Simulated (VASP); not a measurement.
Input of a VASP 6.6.1 run:

Contents of INCAR:

```
PREC = Accurate
ENCUT = 520
EDIFF = 1E-7
ISMEAR = 0
SIGMA = 0.1
LREAL = False
LASPH = True
NELM = 100
ALGO = Normal
ISIF = 2
LWAVE = False
LCHARG = True
GGA = PE
LELF = True
LVHAR = True
NBANDS = 12
```

File KPOINTS:

```
regular mesh
0
Gamma
  18 18 18
```

The input POSCAR:

```
Ag
1.0
    0.0000000000      2.0941212610      2.0941212610
    2.0941212610      0.0000000000      2.0941212610
    2.0941212610      2.0941212610      0.0000000000
Ag
1
Direct
    0.0000000000      0.0000000000      0.0000000000
```

Potentials or basis: VASP PAW PBE potentials, release 64 (Ag).

Run with:

```bash
$ cat potpaw_PBE.64/Ag/POTCAR > POTCAR
$ mpirun -np 1 vasp_std > vasp.out
```

Q: Predict the pressure.

A: -2.6 GPa.
